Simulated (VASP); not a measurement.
# PbH4 in VASP: single point with PBE

Aim: the single point of PbH4 with PBE.

Everything below comes from runs of VASP 6.6.1. Logs are shortened: lines on timing, memory, paths and dates and some standing lists are left out, and cuts for length are marked.

**1. The cell of the first run**

The cell holds a molecule in a box, 5 atoms: a = 11.890 Å, b = 11.080 Å, c = 11.890 Å, α = 90.00°, β = 90.00°, γ = 90.00°.

**2. Single point, PBE, non-collinear spin, zero start, spin-orbit coupling**

Contents of INCAR:

```
SYSTEM = H4Pb
PREC     = Accurate       ! precision mode
ENCUT    = 520            ! plane-wave cutoff, eV
EDIFF    = 1E-7           ! SCF threshold, eV
ISMEAR   = 0              ! smearing method
SIGMA    = 0.01           ! smearing width, eV
LREAL    = .False.        ! projectors in reciprocal space
LASPH    = .True.         ! aspherical terms in the spheres
NELM     = 150            ! most SCF steps
ALGO     = Normal         ! electronic algorithm
ISIF     = 2              ! what is computed and relaxed
LWAVE    = .False.        ! write WAVECAR
LCHARG   = .False.        ! write CHGCAR
LNONCOLLINEAR= .True.         ! non-collinear magnetism
MAGMOM   = 0 0 0 0 0 0 0 0 0 0 0 0 0 0 0 ! initial moments
LORBIT   = 11             ! projections on sites
LSORBIT  = .True.         ! spin-orbit coupling
GGA_COMPAT= .False.      
LORBMOM  = .True.       
GGA      = PE             ! functional
NBANDS   = 33             ! bands
```

Contents of KPOINTS:

```
Automatic mesh
0
Gamma
  1 1 1
  0 0 0
```

Contents of POSCAR:

```
H4Pb
1.0
   11.8900000000      0.0000000000      0.0000000000
    0.0000000000     11.0800000000      0.0000000000
    0.0000000000      0.0000000000     11.8900000000
Pb H
1 4
Direct
    0.4981816700      0.4984359200      0.5000336400
    0.4963927700      0.4061371800      0.6215979800
    0.4963927700      0.4061371800      0.3784693000
    0.6214735100      0.5880315900      0.5000336400
    0.3784693000      0.5934566800      0.5000336400
```

Potentials or basis: VASP PAW PBE potentials, release 64 (Pb_d, H).

On the command line:

```sh
cat potpaw_PBE.64/Pb_d/POTCAR potpaw_PBE.64/H/POTCAR > POTCAR
mpirun -np 1 vasp_ncl > vasp.out
```

OUTCAR:

```text
SYSTEM = H4Pb
   PREC = Accurate
   ENCUT = 520
   EDIFF = 1E-7
   ISMEAR = 0
   LREAL = .False.
   LASPH = .True.
   NELM = 150
   ISIF = 2
   LNONCOLLINEAR = .True.
   LORBIT = 11
   LSORBIT = .True.
   GGA = PE

 ion  position               nearest neighbor table
   1  0.498  0.498  0.500-   5 1.77   4 1.77   2 1.77   3 1.77
   2  0.496  0.406  0.622-   1 1.77
   3  0.496  0.406  0.378-   1 1.77
   4  0.621  0.588  0.500-   1 1.77
   5  0.378  0.593  0.500-   1 1.77

  LATTYP: Found a simple tetragonal cell.
 ALAT       =    11.8900000000
 C/A-ratio  =     0.9318755257

  Lattice vectors:

 A1 = ( -11.8900000000,   0.0000000000,   0.0000000000)
 A2 = (   0.0000000000,   0.0000000000,  11.8900000000)
 A3 = (   0.0000000000,  11.0800000000,   0.0000000000)

Analysis of symmetry for initial positions (statically):
=====================================================================
 Subroutine PRICEL returns:
 Original cell was already a primitive cell.

 Routine SETGRP: Setting up the symmetry group for a
 simple tetragonal supercell.

 Subroutine GETGRP returns: Found  2 space group operations
 (whereof  1 operations were pure point group operations)
 out of a pool of 16 trial point group operations.

The static configuration has the point symmetry C_1 .
 The point group associated with its full space group is C_1h.

Analysis of symmetry for dynamics (positions and initial velocities):
=====================================================================
 Subroutine PRICEL returns:
 Original cell was already a primitive cell.

 Routine SETGRP: Setting up the symmetry group for a
 simple tetragonal supercell.

 Subroutine GETGRP returns: Found  2 space group operations
 (whereof  1 operations were pure point group operations)
 out of a pool of 16 trial point group operations.

The dynamic configuration has the point symmetry C_1 .
 The point group associated with its full space group is C_1h.

Analysis of structural, dynamic, and magnetic symmetry:
=====================================================================
 Subroutine PRICEL returns:
 Original cell was already a primitive cell.

 Routine SETGRP: Setting up the symmetry group for a
 simple tetragonal supercell.

 Subroutine GETGRP returns: Found  2 space group operations
 (whereof  1 operations were pure point group operations)
 out of a pool of 16 trial point group operations.

The overall configuration has the point symmetry C_1 .
 The point group associated with its full space group is C_1h.

 Subroutine INISYM returns: Found  2 space group operations
 (whereof  1 operations are pure point group operations),
 and found     1 'primitive' translations

----------------------------------------------------------------------------------------

                                     Primitive cell

  volume of cell :    1566.4029

  direct lattice vectors                    reciprocal lattice vectors
    11.890000000  0.000000000  0.000000000     0.084104289  0.000000000  0.000000000
     0.000000000 11.080000000  0.000000000     0.000000000  0.090252708  0.000000000
     0.000000000  0.000000000 11.890000000     0.000000000  0.000000000  0.084104289

  length of vectors
    11.890000000 11.080000000 11.890000000     0.084104289  0.090252708  0.084104289

  position of ions in fractional coordinates (direct lattice)
     0.498181670  0.498435920  0.500033640
     0.496392770  0.406137180  0.621597980
     0.496392770  0.406137180  0.378469300
     0.621473510  0.588031590  0.500033640
     0.378469300  0.593456680  0.500033640

  ion indices of the primitive-cell ions
   primitive index   ion index
                 1           1
                 2           2
                 3           3
                 4           4
                 5           5

----------------------------------------------------------------------------------------

 KPOINTS: Automatic mesh

[... 98 lines left out ...]

 val. band max:       -7.2342583113   @ k =   0.0000   0.0000   0.0000
 cond. band min:      -1.4893228528   @ k =   0.0000   0.0000   0.0000
 fundamental gap:      5.7449354584
 Fermi energy:        -7.1778862175

 k-point     1 :       0.0000    0.0000    0.0000
  band No.  band energies     occupation
      1     -22.4035      1.00000
      2     -22.4035      1.00000
      3     -22.4034      1.00000
      4     -22.4034      1.00000
      5     -19.9786      1.00000
      6     -19.9786      1.00000
[... 22 lines left out ...]
     29       0.8096      0.00000
     30       0.8098      0.00000
 [bands above 30 left out]

------------------------ aborting loop because EDIFF is reached ----------------------------------------

  FORCE on cell =-STRESS in cart. coord.  units (eV):
  Direction    XX          YY          ZZ          XY          YZ          ZX
  --------------------------------------------------------------------------------------
  -------------------------------------------------------------------------------------
  Total       -0.2855941     -0.2968032     -0.2942492     -0.0002791      0.0000000      0.0000000
  in kB       -0.2921166     -0.3035818     -0.3009694     -0.0002855      0.0000000      0.0000000
  external PRESSURE =      -0.2988893 kB  Pullay stress =       0.0000000 kB

 VOLUME and BASIS-vectors are now :
 -----------------------------------------------------------------------------
  energy-cutoff  :      520.00
  volume of cell :     1566.40
      direct lattice vectors                 reciprocal lattice vectors
    11.890000000  0.000000000  0.000000000     0.084104289  0.000000000  0.000000000
     0.000000000 11.080000000  0.000000000     0.000000000  0.090252708  0.000000000
     0.000000000  0.000000000 11.890000000     0.000000000  0.000000000  0.084104289

 POSITION                                       TOTAL-FORCE (eV/Angst)
 -----------------------------------------------------------------------------------
      5.92338      5.52267      5.94540        -0.000076     -0.003047      0.000000
      5.90211      4.50000      7.39080         0.001266      0.059239     -0.081980
      5.90211      4.50000      4.50000         0.001266      0.059239      0.081980
      7.38932      6.51539      5.94540        -0.079932     -0.056085      0.000000
      4.50000      6.57550      5.94540         0.077476     -0.059345      0.000000
 -----------------------------------------------------------------------------------
    total drift:                                0.000090     -0.000036     -0.000002

  FREE ENERGIE OF THE ION-ELECTRON SYSTEM (eV)
  ---------------------------------------------------
  free  energy   TOTEN  =       -15.1127673833 eV

  energy  without entropy=      -15.1127673833  energy(sigma->0) =      -15.11276738

 orbital moment (x)

 # of ion     p       d       tot
 ----------------------------------------
  1         0.000   0.000   0.000
  2         0.000   0.000   0.000
  3        -0.000   0.000  -0.000
  4         0.000   0.000   0.000
  5         0.000   0.000   0.000
 ----------------------------------------
            0.000   0.000   0.000

 orbital moment (y)

 # of ion     p       d       tot
 ----------------------------------------
  1         0.000   0.000   0.000
  2        -0.000   0.000  -0.000
  3         0.000   0.000   0.000
  4         0.000   0.000   0.000
  5         0.000   0.000   0.000
 ----------------------------------------
            0.000   0.000   0.000

 orbital moment (z)

 # of ion     p       d       tot
 ----------------------------------------
  1         0.000  -0.000   0.000
  2        -0.000   0.000  -0.000
  3        -0.000   0.000  -0.000
  4         0.000   0.000   0.000
  5         0.000   0.000   0.000
 ----------------------------------------
            0.000  -0.000   0.000

 Spin-Orbit-Coupling matrix elements

 Ion:    1  E_soc:     -1.0339631
 l=   1
     0.0000000    -0.1016548    -0.1016630
    -0.1016548     0.0000000    -0.1016667
    -0.1016630    -0.1016667     0.0000000
 l=   2
     0.0000000    -0.0155794     0.0000000    -0.0137700    -0.0568945
    -0.0155794     0.0000000    -0.0440251    -0.0137713    -0.0128704
     0.0000000    -0.0440251     0.0000000    -0.0413137     0.0000000
    -0.0137700    -0.0137713    -0.0413137     0.0000000    -0.0137728
    -0.0568945    -0.0128704     0.0000000    -0.0137728     0.0000000
 l=   3
     0.0000000     0.0000000     0.0000000     0.0000000     0.0000000     0.0000000     0.0000000
     0.0000000     0.0000000     0.0000000     0.0000000     0.0000000     0.0000000     0.0000000
     0.0000000     0.0000000     0.0000000     0.0000000     0.0000000     0.0000000     0.0000000
     0.0000000     0.0000000     0.0000000     0.0000000     0.0000000     0.0000000     0.0000000
[... 69 lines left out ...]
 l=   2
     0.0000000     0.0000000     0.0000000     0.0000000     0.0000000
     0.0000000     0.0000000     0.0000000     0.0000000     0.0000000
     0.0000000     0.0000000     0.0000000     0.0000000     0.0000000
     0.0000000     0.0000000     0.0000000     0.0000000     0.0000000
     0.0000000     0.0000000     0.0000000     0.0000000     0.0000000
 l=   3
     0.0000000     0.0000000     0.0000000     0.0000000     0.0000000     0.0000000     0.0000000
     0.0000000     0.0000000     0.0000000     0.0000000     0.0000000     0.0000000     0.0000000
     0.0000000     0.0000000     0.0000000     0.0000000     0.0000000     0.0000000     0.0000000
     0.0000000     0.0000000     0.0000000     0.0000000     0.0000000     0.0000000     0.0000000
     0.0000000     0.0000000     0.0000000     0.0000000     0.0000000     0.0000000     0.0000000
     0.0000000     0.0000000     0.0000000     0.0000000     0.0000000     0.0000000     0.0000000
     0.0000000     0.0000000     0.0000000     0.0000000     0.0000000     0.0000000     0.0000000

 total charge

# of ion       s       p       d       tot
------------------------------------------
    1        1.147   1.269   9.843  12.258
    2        0.501   0.009   0.000   0.511
    3        0.501   0.009   0.000   0.511
    4        0.501   0.009   0.000   0.511
    5        0.501   0.009   0.000   0.511
--------------------------------------------------
tot          3.152   1.305   9.843  14.301

 magnetization (x)

# of ion       s       p       d       tot
------------------------------------------
    1        0.000   0.000   0.000   0.000
    2        0.000   0.000   0.000   0.000
    3       -0.000  -0.000   0.000  -0.000
    4        0.000   0.000   0.000   0.000
    5        0.000   0.000   0.000   0.000
--------------------------------------------------
tot          0.000   0.000   0.000   0.000

 magnetization (y)

# of ion       s       p       d       tot
------------------------------------------
    1        0.000   0.000   0.000   0.000
    2       -0.000  -0.000   0.000  -0.000
    3        0.000   0.000   0.000   0.000
    4        0.000   0.000   0.000   0.000
    5        0.000   0.000   0.000   0.000
--------------------------------------------------
tot          0.000   0.000   0.000   0.000

 magnetization (z)

# of ion       s       p       d       tot
------------------------------------------
    1       -0.000  -0.000  -0.000  -0.000
    2        0.000   0.000   0.000   0.000
    3        0.000   0.000   0.000   0.000
    4       -0.000  -0.000   0.000  -0.000
    5        0.000  -0.000   0.000   0.000
--------------------------------------------------
tot          0.000  -0.000  -0.000   0.000
```

It took 25 min on 1 thread of Intel Xeon 8259CL, shared host; peak memory 3.5 GiB.

Results:

```
Free energy                                           : -15.1128 eV
Largest force                                         : 0.101 eV/Å
Net moment                                            : 0.00 μB per cell
Valence electrons inside the program's atomic spheres : Pb 12.26; H 0.51
```

Forces in eV/Å, atoms in the order of the input:
```
Pb   0.000 -0.003  0.000
H    0.001  0.059 -0.082
H    0.001  0.059  0.082
H   -0.080 -0.056  0.000
H    0.077 -0.059  0.000
```

Moments on the atoms (μB; x, y, z):
```
Pb  0.00 0.00 0.00
H   0.00 0.00 0.00
H   0.00 0.00 0.00
H   0.00 0.00 0.00
H   0.00 0.00 0.00
```
